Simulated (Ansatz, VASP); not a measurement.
This is a calculation of Co for Ansatz 0.2.0.

Contents of input.yaml:

```yaml
crystal:
  lattice:
    - [2.4719999032, 0.0, 0.0]
    - [-1.2359999516, 2.1408147143, 0.0]
    - [0.0, 0.0, 4.02114408]
  atoms:
    - { symbol: Co, position: [0.6666666667, 0.3333333333, 0.75], spin: 2.0 }
    - { symbol: Co, position: [0.3333333333, 0.6666666667, 0.25], spin: 2.0 }
kpoints:
  mp_grid: { grid: [12, 12, 7] }
scf:
  occupations: { method: fermi_dirac, width: 0.05 }
hamiltonian:
  xc: pbe
  pseudopotentials: { kind: all_electron, lapw: { basis_error: 0.001 } }
magnetization:
  spin_polarized: true
  initial_magnetization: 4.0
  spin_locking: { lock_magnetization: hard }
output:
  forces: true
  stress: true
  eigenvalues: true
```

Potentials or basis: all-electron LAPW, scalar-relativistic.

The run is started by

```console
$ ansatz run input.yaml --threads 2 --pin off --max-ram 6144MiB --backend cpu --events-out ev --progress --plain --runs-dir out
```

Translate it to VASP 6.6.1. Potentials there: VASP PAW PBE potentials, release 64 (Co).

As run (the cutoff follows the program's own potentials):

File INCAR:

```
  ALGO = Fast
  EDIFF = 1E-7
  ENCUT = 520
  GGA = PE
  ISIF = 2
  ISMEAR = -1
  ISPIN = 2
  LASPH = T
  LCHARG = T
  LELF = T
  LMAXMIX = 4
  LORBIT = 11
  LREAL = F
  LVHAR = T
  LWAVE = F
  MAGMOM = 2 2
  NBANDS = 20
  NELM = 150
  NUPDOWN = 4.0
  PREC = Accurate
  SIGMA = 0.05
```

The input KPOINTS:

```
k-points
0
Gamma
  12 12 7
```

POSCAR

```
Co
1.0
    2.4719999032      0.0000000000      0.0000000000
   -1.2359999516      2.1408147143      0.0000000000
    0.0000000000      0.0000000000      4.0211440800
Co
2
Direct
    0.6666666667      0.3333333333      0.7500000000
    0.3333333333      0.6666666667      0.2500000000
```

Potentials or basis: VASP PAW PBE potentials, release 64 (Co).

Run with:

```sh
$ cat potpaw_PBE.64/Co/POTCAR > POTCAR
$ mpirun -np 1 vasp_std > vasp.out
```

Both were run:

|  | VASP | Ansatz | Ansatz less VASP |
| --- | --- | --- | --- |
| pressure (GPa) | 12.6 | 13.3 | +0.72 |
| traceless stress, the component that is largest in VASP (GPa) | 0.58 | 0.73 | +0.147 |
| size of the moment on the site where the two differ most (μB) | 1.99 | 2.02 | +0.037 |

Site moments also hang on the region over which each program counts them. Ansatz ran all-electron here, and VASP with PAW potentials.
